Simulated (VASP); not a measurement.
# As (P6/mmm) in VASP: notebook

As is run at these levels: RPBE; tasks: single point.

Everything below comes from runs of VASP 6.6.1. Logs are shortened: lines on timing, memory, paths and dates and some standing lists are left out, and cuts for length are marked.

## (1) The cell of the first run

The structure is hexagonal, space group P6/mmm (No. 191). The conventional cell has a = 5.010 Å, b = 5.010 Å, c = 2.922 Å, α = 90.00°, β = 90.00°, γ = 120.00°. As (site symmetry 6/mmm) has 14 As at 2.92 to 3.24 Å within 3.8 Å. As (site symmetry -6m2) has 11 As at 2.89 to 3.24 Å within 3.8 Å.

## (2) Single point, RPBE (volume scaled by 1.08)

INCAR

```
SYSTEM = As
ALGO     = Normal         ! electronic algorithm
EDIFF    = 1E-6           ! SCF threshold, eV
ENCUT    = 520            ! plane-wave cutoff, eV
GGA      = RP             ! functional
ISIF     = 2              ! what is computed and relaxed
ISMEAR   = -1             ! smearing method
LASPH    = .True.         ! aspherical terms in the spheres
LCHARG   = .False.        ! write CHGCAR
LREAL    = .False.        ! projectors in reciprocal space
LWAVE    = .False.        ! write WAVECAR
NBANDS   = 14             ! bands
NELM     = 80             ! most SCF steps
PREC     = Accurate       ! precision mode
SIGMA    = 0.1            ! smearing width, eV
```

KPOINTS

```
k-points
0
Gamma
  9 9 12
  0 0 0
```

POSCAR

```
As
1.0
    5.0103751500      0.0000000000      0.0000000000
   -2.5051875750      4.3391121624      0.0000000000
    0.0000000000      0.0000000000      2.9216355109
As
3
Direct
    0.0000000000      1.0000000000      0.0000000000
    0.3333333333      0.6666666667      0.5000000000
    0.6666666667      0.3333333333      0.5000000000
```

Potentials or basis: VASP PAW PBE potentials, release 64 (As).

On the command line:

```
$ cat potpaw_PBE.64/As/POTCAR > POTCAR
$ mpirun -np 1 vasp_std > vasp.out
```

OUTCAR:

```text
SYSTEM = As
   EDIFF = 1E-6
   ENCUT = 520
   GGA = RP
   ISIF = 2
   ISMEAR = -1
   LASPH = .True.
   LREAL = .False.
   NELM = 80
   PREC = Accurate

 ion  position               nearest neighbor table
   1  0.000  0.000  0.000-
   2  0.333  0.667  0.500-   3 2.89   3 2.89   3 2.89
   3  0.667  0.333  0.500-   2 2.89   2 2.89   2 2.89

  LATTYP: Found a hexagonal cell.
 ALAT       =     5.0103751500
 C/A-ratio  =     0.5831171167

  Lattice vectors:

 A1 = (   5.0103751500,   0.0000000000,   0.0000000000)
 A2 = (  -2.5051875750,   4.3391121624,   0.0000000000)
 A3 = (   0.0000000000,   0.0000000000,   2.9216355109)

Analysis of symmetry for initial positions (statically):
=====================================================================
 Subroutine PRICEL returns:
 Original cell was already a primitive cell.

 Routine SETGRP: Setting up the symmetry group for a
 hexagonal supercell.

 Subroutine GETGRP returns: Found 24 space group operations
 (whereof 24 operations were pure point group operations)
 out of a pool of 24 trial point group operations.

The static configuration has the point symmetry D_6h.

Analysis of symmetry for dynamics (positions and initial velocities):
=====================================================================
 Subroutine PRICEL returns:
 Original cell was already a primitive cell.

 Routine SETGRP: Setting up the symmetry group for a
 hexagonal supercell.

 Subroutine GETGRP returns: Found 24 space group operations
 (whereof 24 operations were pure point group operations)
 out of a pool of 24 trial point group operations.

The dynamic configuration has the point symmetry D_6h.

 Subroutine INISYM returns: Found 24 space group operations
 (whereof 24 operations are pure point group operations),
 and found     1 'primitive' translations

----------------------------------------------------------------------------------------

                                     Primitive cell

  volume of cell :      63.5180

  direct lattice vectors                    reciprocal lattice vectors
     5.010375150  0.000000000  0.000000000     0.199585853  0.115230946  0.000000000
    -2.505187575  4.339112162  0.000000000     0.000000000  0.230461892  0.000000000
     0.000000000  0.000000000  2.921635511     0.000000000  0.000000000  0.342274044

  length of vectors
     5.010375150  5.010375150  2.921635511     0.230461892  0.230461892  0.342274044

  position of ions in fractional coordinates (direct lattice)
     0.000000000  0.000000000  0.000000000
     0.333333333  0.666666667  0.500000000
     0.666666667  0.333333333  0.500000000

  ion indices of the primitive-cell ions
   primitive index   ion index
                 1           1
                 2           2
                 3           3

----------------------------------------------------------------------------------------

 KPOINTS: k-points

Automatic generation of k-mesh.
 Grid dimensions read from file:
 generate k-points for:    9    9   12

 Generating k-lattice:

  Cartesian coordinates                     Fractional coordinates (reciprocal lattice)
     0.022176206  0.012803438  0.000000000     0.111111111 -0.000000000  0.000000000
     0.000000000  0.025606877  0.000000000     0.000000000  0.111111111  0.000000000
     0.000000000  0.000000000  0.028522837     0.000000000  0.000000000  0.083333333

  Length of vectors
     0.025606877  0.025606877  0.028522837

  Shift w.r.t. Gamma in fractional coordinates (k-lattice)
     0.000000000  0.000000000  0.000000000

 Subroutine IBZKPT returns following result:
 ===========================================

 Found     84 irreducible k-points:

 Following reciprocal coordinates:
            Coordinates               Weight
  0.000000  0.000000  0.000000      1.000000
  0.111111 -0.000000  0.000000      6.000000
  0.222222  0.000000  0.000000      6.000000
  0.333333  0.000000  0.000000      6.000000
  0.444444  0.000000  0.000000      6.000000
  0.111111  0.111111  0.000000      6.000000
[... 16 lines left out ...]
  0.333333  0.222222  0.083333     24.000000
  0.333333  0.333333  0.083333      4.000000
 [... further k-points ...]
   k-points           NKPTS =     84   k-points in BZ     NKDIM =     84   number of bands    NBANDS=     14
   number of dos      NEDOS =    301   number of ions     NIONS =      3
   total plane-waves  NPLWV =  38400
   dimension x,y,z NGX =    40 NGY =   40 NGZ =   24
   dimension x,y,z NGXF=    80 NGYF=   80 NGZF=   48
   ions per type =               3
   NGX,Y,Z   is equivalent  to a cutoff of  13.27, 13.27, 13.66 a.u.
   NGXF,Y,Z  is equivalent  to a cutoff of  26.54, 26.54, 27.31 a.u.
 SYSTEM =  As
   PREC   = accura    normal or accurate (medium, high low for compatibility)
   ISTART =      0    job   : 0-new  1-cont  2-samecut
   ICHARG =      2    charge: 1-file 2-atom 10-const
   ISPIN  =      1    spin polarized calculation?
   LNONCOLLINEAR =      F non collinear calculations
   LSORBIT =      F    spin-orbit coupling
   LASPH  =      T    aspherical Exc in radial PAW
   ENCUT  =  520.0 eV  38.22 Ry    6.18 a.u.   9.32  9.32  5.43*2*pi/ulx,y,z
   NELM   =     80;   NELMIN=  2; NELMDL= -5     # of ELM steps
   EDIFF  = 0.1E-05   stopping-criterion for ELM
   LREAL  =      F    real-space projection
   EDIFFG = 0.1E-04   stopping-criterion for IOM
   NSW    =      0    number of steps for IOM
   IBRION =     -1    ionic relax: 0-MD 1-quasi-New 2-CG
   NFREE  =      0    steps in history (QN), initial steepest desc. (CG)
   ISIF   =      2    stress and relaxation
   ISYM   =      2    0-nonsym 1-usesym 2-fastsym
   POTIM  = 0.5000    time-step for ionic-motion
   TEBEG  =    0.0;   TEEND  =   0.0 temperature during run
   PSTRESS=    0.0 pullay stress
   NELECT =      15.0000    total number of electrons
   NUPDOWN=      -1.0000    fix difference up-down
   EMIN   =  10.00;   EMAX   =-10.00  energy-range for DOS
   EFERMI =   0.00;   METHOD = LEGACY
   ISMEAR =    -1;   SIGMA  =   0.10  broadening in eV -4-tet -1-fermi 0-gaus
   EFERMI_NEDOS =   21; number of points for ismear=-14 and -15
   IALGO  =     38    algorithm
   IMIX   =      4    mixing-type and parameters
     AMIX     =   0.40;   BMIX     =  1.00
     AMIX_MAG =   1.60;   BMIX_MAG =  1.00
  volume/ion in A,a.u.               =      21.17       142.88
  Fermi-wavevector in a.u.,A,eV,Ry     =   1.011905  1.912222 13.931696  1.023951
  Thomas-Fermi vector in A             =   2.144982
   LORBIT       =      0    0 simple, 1 ext, 2 COOP (PROOUT), +10 PAW based schemes
   GGA     = RP    functional components
   LHFCALC =     F    Hartree Fock is set to
   AEXX    =    0.0000 exact exchange contribution
   IVDW    =     0    specifies the selected vdW correction
   LEPSILON=     F    determine dielectric tensor
   LRPA    =     F    only Hartree local field effects (RPA)
 non-spin polarized calculation
  energy-cutoff  :      520.00
  volume of cell :       63.52
 maximum number of plane-waves:      1728
 NGX is ok and might be reduce to    40
   NGX = 19   NGY = 19   NGZ = 11

 number of electron      15.0000000 magnetization

 Free energy of the ion-electron system (eV)
  ---------------------------------------------------
  ext. energy  EPLUGINS =         0.00000000
  ---------------------------------------------------
  free energy    TOTEN  =       -11.45412649 eV

  energy without entropy =      -11.39602051  energy(sigma->0) =      -11.42507350

 E-fermi :   5.3799     XC(G=0): -10.2593

 val. band max:        5.3788773798   @ k =   0.4444   0.1111   0.4167
 cond. band min:       5.3879566673   @ k =   0.2222   0.2222   0.0833
 fundamental gap:      0.0090792875
 Fermi energy:         5.3798580583

 k-point     1 :       0.0000    0.0000    0.0000
  band No.  band energies     occupation
      1      -8.7869      2.00000
      2      -4.2992      2.00000
      3      -4.0941      2.00000
      4       1.2965      2.00000
      5       1.2965      2.00000
      6       1.5756      2.00000
      7       1.5756      2.00000
      8       7.6443      0.00000
      9      10.2771      0.00000
     10      10.2771      0.00000
     11      11.0748      0.00000
     12      11.0782      0.00000
     13      12.4306      0.00000
     14      17.1524      0.00000

 k-point     2 :       0.1111   -0.0000    0.0000
  band No.  band energies     occupation
      1      -8.6982      2.00000
      2      -4.4608      2.00000
      3      -4.2767      2.00000
      4       0.6819      2.00000
      5       0.9785      2.00000
      6       2.3605      2.00000
      7       2.5740      2.00000
      8       7.7251      0.00000
      9       9.6250      0.00000
     10      10.0886      0.00000
     11      10.9644      0.00000
     12      10.9966      0.00000
     13      12.5301      0.00000
     14      17.1234      0.00000

 k-point     3 :       0.2222    0.0000    0.0000
  band No.  band energies     occupation
      1      -8.4335      2.00000
      2      -5.0240      2.00000
      3      -4.5818      2.00000
      4       0.1244      2.00000
      5       1.2954      2.00000
      6       3.4236      2.00000
      7       4.1090      1.99999
      8       7.9640      0.00000
      9       8.1737      0.00000
     10       9.4984      0.00000
     11      10.6107      0.00000
     12      10.8313      0.00000
     13      12.8193      0.00000
     14      16.0660      0.00000
[... 324 lines left out ...]
 k-point    23 :       0.3333    0.2222    0.0833
  band No.  band energies     occupation
      1      -7.0488      2.00000
      2      -6.3321      2.00000
      3      -5.7017      2.00000
      4       1.0190      2.00000
      5       2.3751      2.00000
      6       3.8363      2.00000
      7       6.9690      0.00000
      8       7.3189      0.00000
      9       8.1735      0.00000
     10       8.3012      0.00000
     11       8.7970      0.00000
     12       9.1682      0.00000
     13      13.3545      0.00000
     14      14.1293      0.00000

 k-point    24 :       0.3333    0.3333    0.0833
  band No.  band energies     occupation
      1      -6.4464      2.00000
      2      -6.4464      2.00000
      3      -6.3457      2.00000
      4       2.0327      2.00000
      5       2.4764      2.00000
      6       2.4764      2.00000
      7       7.5034      0.00000
      8       7.5034      0.00000
      9       8.4700      0.00000
     10       8.5226      0.00000
     11       8.8806      0.00000
     12       8.8806      0.00000
     13      13.3568      0.00000
     14      13.5505      0.00000

 [... further k-points ...]

------------------------ aborting loop because EDIFF is reached ----------------------------------------

  FORCE on cell =-STRESS in cart. coord.  units (eV):
  Direction    XX          YY          ZZ          XY          YZ          ZX
  --------------------------------------------------------------------------------------
  -------------------------------------------------------------------------------------
  Total       -1.8719787     -1.8719787     -1.8439459      0.0000000     -0.0000000      0.0000000
  in kB      -47.2187323    -47.2187323    -46.5116345      0.0000000     -0.0000000      0.0000000
  external PRESSURE =     -46.9830330 kB  Pullay stress =       0.0000000 kB

 VOLUME and BASIS-vectors are now :
 -----------------------------------------------------------------------------
  energy-cutoff  :      520.00
  volume of cell :       63.52
      direct lattice vectors                 reciprocal lattice vectors
     5.010375150  0.000000000  0.000000000     0.199585853  0.115230946  0.000000000
    -2.505187575  4.339112162  0.000000000     0.000000000  0.230461892  0.000000000
     0.000000000  0.000000000  2.921635511     0.000000000  0.000000000  0.342274044

 POSITION                                       TOTAL-FORCE (eV/Angst)
 -----------------------------------------------------------------------------------
      0.00000      0.00000      0.00000         0.000000      0.000000      0.000000
     -0.00000      2.89274      1.46082        -0.000000     -0.000000      0.000000
      2.50519      1.44637      1.46082         0.000000      0.000000      0.000000
 -----------------------------------------------------------------------------------
    total drift:                                0.000000     -0.000000      0.000000

  FREE ENERGIE OF THE ION-ELECTRON SYSTEM (eV)
  ---------------------------------------------------
  free  energy   TOTEN  =       -11.4541264899 eV

  energy  without entropy=      -11.3960205078  energy(sigma->0) =      -11.42507350
```

It took 20 s on 1 thread of Intel Xeon 6975P-C (Granite Rapids), shared host; peak memory 0.21 GiB.

Results:

```
Free energy : -11.4541 eV
Pressure    : -4.7 GPa
```

Levels at points of the mesh, in eV from the Fermi level:
```
           k point  band 4  band 5  band 6  band 7  band 8  band 9  band 10  band 11  band 12  band 13
(0.00, 0.00, 0.00)   -4.08   -4.08   -3.80   -3.80    2.26    4.90     4.90     5.69     5.70     7.05
(0.00, 0.00, 0.50)   -4.02   -3.10   -2.23   -2.00   -2.00   -0.34    -0.34     0.80     0.80     4.30
```

Caveat: the PAW data sets were made with another functional, which shifts forces and pressure a little.

[end of part 1 of 2]
